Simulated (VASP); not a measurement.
# Sc (P6_3/mmc) in VASP: further runs, part 2 of 2

VASP 6.6.1. Earlier steps stand in the parts before.

## (4) Single point, PBE

This run uses another cell than the first one, of 24.82 Å³/atom, 0.992 times its volume.

File INCAR:

```
PREC = Accurate
ENCUT = 520
EDIFF = 1E-6
ISMEAR = -1
SIGMA = 0.15
LREAL = F
LASPH = T
NELM = 100
ALGO = Normal
ISIF = 2
LWAVE = F
LCHARG = F
GGA = PE
NBANDS = 18
```

File KPOINTS:

```
regular mesh
0
Gamma
  12 12 8
```

File POSCAR:

```
Sc
1.0
    3.3173432297      0.0000000029      0.0000000000
   -1.6586716174      2.8729035086      0.0000000000
    0.0000000000      0.0000000000      5.2090476214
Sc
2
Direct
    0.3333333333      0.6666666667      0.2500000000
    0.6666666667      0.3333333333      0.7500000000
```

Potentials or basis: VASP PAW PBE potentials, release 64 (Sc_sv).

Run with:

```bash
$ cat potpaw_PBE.64/Sc_sv/POTCAR > POTCAR
$ mpirun -np 1 vasp_std > vasp.out
```

OUTCAR:

```text
PREC = Accurate
   ENCUT = 520
   EDIFF = 1E-6
   ISMEAR = -1
   LREAL = F
   LASPH = T
   NELM = 100
   ISIF = 2
   GGA = PE

 ion  position               nearest neighbor table
   1  0.333  0.667  0.250-   2 3.23   2 3.23   2 3.23   2 3.23   2 3.23   2 3.23
   2  0.667  0.333  0.750-   1 3.23   1 3.23   1 3.23   1 3.23   1 3.23   1 3.23

  LATTYP: Found a hexagonal cell.
 ALAT       =     3.3173432297
 C/A-ratio  =     1.5702468092

  Lattice vectors:

 A1 = (   3.3173432297,   0.0000000029,   0.0000000000)
 A2 = (  -1.6586716174,   2.8729035086,   0.0000000000)
 A3 = (   0.0000000000,   0.0000000000,   5.2090476214)

Analysis of symmetry for initial positions (statically):
=====================================================================
 Subroutine PRICEL returns:
 Original cell was already a primitive cell.

 Routine SETGRP: Setting up the symmetry group for a
 hexagonal supercell.

 Subroutine GETGRP returns: Found 24 space group operations
 (whereof 12 operations were pure point group operations)
 out of a pool of 24 trial point group operations.

The static configuration has the point symmetry D_3d.
 The point group associated with its full space group is D_6h.

Analysis of symmetry for dynamics (positions and initial velocities):
=====================================================================
 Subroutine PRICEL returns:
 Original cell was already a primitive cell.

 Routine SETGRP: Setting up the symmetry group for a
 hexagonal supercell.

 Subroutine GETGRP returns: Found 24 space group operations
 (whereof 12 operations were pure point group operations)
 out of a pool of 24 trial point group operations.

The dynamic configuration has the point symmetry D_3d.
 The point group associated with its full space group is D_6h.

 Subroutine INISYM returns: Found 24 space group operations
[... 106 lines left out ...]
   TEBEG  =    0.0;   TEEND  =   0.0 temperature during run
   PSTRESS=    0.0 pullay stress
   NELECT =      22.0000    total number of electrons
   NUPDOWN=      -1.0000    fix difference up-down
   EMIN   =  10.00;   EMAX   =-10.00  energy-range for DOS
   EFERMI =   0.00;   METHOD = LEGACY
   ISMEAR =    -1;   SIGMA  =   0.15  broadening in eV -4-tet -1-fermi 0-gaus
   EFERMI_NEDOS =   21; number of points for ismear=-14 and -15
   IALGO  =     38    algorithm
   IMIX   =      4    mixing-type and parameters
     AMIX     =   0.40;   BMIX     =  1.00
     AMIX_MAG =   1.60;   BMIX_MAG =  1.00
  volume/ion in A,a.u.               =      24.82       167.51
  Fermi-wavevector in a.u.,A,eV,Ry     =   1.248128  2.358620 21.195476  1.557824
  Thomas-Fermi vector in A             =   2.382229
   LORBIT       =      0    0 simple, 1 ext, 2 COOP (PROOUT), +10 PAW based schemes
   GGA     = PE    functional components
   LHFCALC =     F    Hartree Fock is set to
   AEXX    =    0.0000 exact exchange contribution
   IVDW    =     0    specifies the selected vdW correction
   LEPSILON=     F    determine dielectric tensor
   LRPA    =     F    only Hartree local field effects (RPA)
 non-spin polarized calculation
  energy-cutoff  :      520.00
  volume of cell :       49.64
 maximum number of plane-waves:      1363
 NGX is ok and might be reduce to    28
   NGX = 13   NGY = 13   NGZ = 19

 number of electron      21.9999996 magnetization

 Free energy of the ion-electron system (eV)
  ---------------------------------------------------
  ext. energy  EPLUGINS =         0.00000000
  ---------------------------------------------------
  free energy    TOTEN  =       -12.63907094 eV

  energy without entropy =      -12.37799605  energy(sigma->0) =      -12.50853350

 E-fermi :   3.6486     XC(G=0):  -9.8481

 val. band max:        3.6481386417   @ k =   0.4167   0.1667   0.3750
 cond. band min:       3.6691092414   @ k =   0.2500   0.1667   0.3750
 fundamental gap:      0.0209705997
 Fermi energy:         3.6485616194

 k-point     1 :       0.0000    0.0000    0.0000
  band No.  band energies     occupation
      1     -45.7858      2.00000
      2     -45.7189      2.00000
      3     -24.6125      2.00000
      4     -24.2703      2.00000
      5     -24.2703      2.00000
      6     -24.2079      2.00000
[... 481 lines left out ...]
      5     -24.4082      2.00000
      6     -24.3286      2.00000
[... 10 lines left out ...]
     17       6.7931      0.00000
     18       6.8722      0.00000

 [... further k-points ...]
[... 5 lines left out ...]
  --------------------------------------------------------------------------------------
  -------------------------------------------------------------------------------------
  Total        0.0037369      0.0037369      0.0085320     -0.0000000     -0.0000000      0.0000000
  in kB        0.1206014      0.1206014      0.2753533     -0.0000000     -0.0000000      0.0000000
  external PRESSURE =       0.1721853 kB  Pullay stress =       0.0000000 kB

 VOLUME and BASIS-vectors are now :
 -----------------------------------------------------------------------------
  energy-cutoff  :      520.00
  volume of cell :       49.64
      direct lattice vectors                 reciprocal lattice vectors
     3.317343230  0.000000003  0.000000000     0.301446046  0.174039956  0.000000000
    -1.658671617  2.872903509  0.000000000    -0.000000000  0.348079912  0.000000000
     0.000000000  0.000000000  5.209047621     0.000000000  0.000000000  0.191973672

 POSITION                                       TOTAL-FORCE (eV/Angst)
 -----------------------------------------------------------------------------------
     -0.00000      1.91527      1.30226        -0.000000     -0.000000      0.000000
      1.65867      0.95763      3.90679         0.000000      0.000000      0.000000
 -----------------------------------------------------------------------------------
    total drift:                                0.000000     -0.000000      0.000000

  FREE ENERGIE OF THE ION-ELECTRON SYSTEM (eV)
  ---------------------------------------------------
  free  energy   TOTEN  =       -12.6390709421 eV

  energy  without entropy=      -12.3779960526  energy(sigma->0) =      -12.50853350
```

OSZICAR:

```text
N       E                     dE             d eps       ncg     rms          rms(c)
DAV:   1     0.356219634751E+03    0.35622E+03   -0.10953E+04  3428   0.129E+03
DAV:   2     0.617352055242E+01   -0.35005E+03   -0.34316E+03  4164   0.543E+02
DAV:   3    -0.136328292525E+02   -0.19806E+02   -0.19116E+02  5628   0.154E+02
DAV:   4    -0.140267831406E+02   -0.39395E+00   -0.39132E+00  5208   0.194E+01
DAV:   5    -0.140323500593E+02   -0.55669E-02   -0.55647E-02  5808   0.249E+00    0.752E+00
DAV:   6    -0.128046879788E+02    0.12277E+01   -0.28282E+00  4506   0.185E+01    0.224E+00
DAV:   7    -0.126504209328E+02    0.15427E+00   -0.70374E-01  4610   0.836E+00    0.877E-01
DAV:   8    -0.126407451507E+02    0.96758E-02   -0.32637E-02  4428   0.226E+00    0.257E-01
DAV:   9    -0.126390560791E+02    0.16891E-02   -0.91159E-03  4688   0.989E-01    0.208E-02
DAV:  10    -0.126390747447E+02   -0.18666E-04   -0.13847E-04  5176   0.158E-01    0.853E-03
DAV:  11    -0.126390686307E+02    0.61141E-05   -0.45258E-06  4854   0.242E-02    0.208E-03
DAV:  12    -0.126390711453E+02   -0.25146E-05   -0.28914E-07  2476   0.714E-03    0.102E-03
DAV:  13    -0.126390709421E+02    0.20317E-06   -0.58656E-08  2318   0.517E-03
   1 F= -.12639071E+02 E0= -.12508533E+02  d E =-.261075E+00
```

stdout:

```text
POSCAR found type information on POSCAR Sc
 POSCAR found :  1 types and       2 ions
 scaLAPACK will be used
 LDA part: xc-table for (Slater+PW92), standard interpolation
 POSCAR, INCAR and KPOINTS ok, starting setup
 FFT: planning ... GRIDC
 FFT: planning ... GRID_SOFT
 FFT: planning ... GRID
 WAVECAR not read
 entering main loop
```

It took 65 s on 1 thread of Intel Xeon Platinum 8259CL at 2.50GHz (Skylake/Cascade Lake), shared host; peak memory 0.22 GiB.

Results:

```yaml
Free_energy: -12.6391 eV
Pressure: 0.0 GPa
Band_gap_on_the_k_mesh: zero (band 11 reaches 4.58 eV, above the bottom of band 12 at 3.17 eV)
```

Levels at points of the mesh, in eV from the Fermi level:
| k point | band 8 | band 9 | band 10 | band 11 | band 12 | band 13 | band 14 | band 15 |
| --- | --- | --- | --- | --- | --- | --- | --- | --- |
| (0.00, 0.00, 0.00) | -27.84 | -5.13 | -1.64 | 0.53 | 1.59 | 1.59 | 1.79 | 2.02 |
| (0.50, 0.00, 0.00) | -27.90 | -1.61 | -1.05 | -0.68 | -0.33 | 1.25 | 1.36 | 1.82 |
| (0.00, 0.00, 0.50) | -27.89 | -3.60 | -3.60 | 0.94 | 0.94 | 1.51 | 1.51 | 1.51 |
| (0.50, 0.00, 0.50) | -27.94 | -1.47 | -1.47 | 0.05 | 0.05 | 1.25 | 1.25 | 2.36 |

## (5) The runs side by side

| cell | k mesh | smearing | gap on the mesh (eV) | pressure (GPa) |
| --- | --- | --- | --- | --- |
| a = 3.291, b = 3.291, c = 5.333 Å, angles 90.0, 90.0, 120.0°, 2 atoms | 6 × 6 × 4 | gaussian 0.1 eV | none | -0.7 |
| a = 3.318, b = 3.318, c = 5.165 Å, angles 90.0, 90.0, 120.0°, 2 atoms | 12 × 12 × 8 | gaussian 0.1 eV | none | 0.0 |
| a = 3.317, b = 3.317, c = 5.209 Å, angles 90.0, 90.0, 120.0°, 2 atoms | 12 × 12 × 8 | fermi-dirac 0.15 eV | none | 0.0 |

Alike in all rows: task single point; level PBE; potentials or basis VASP PAW PBE potentials, release 64 (Sc_sv); no spin polarisation; cutoff (eV) 520.

Caveats: some runs use coarse meshes.

Total energies depend on the potentials used, so only differences within one code and one set of settings carry meaning.
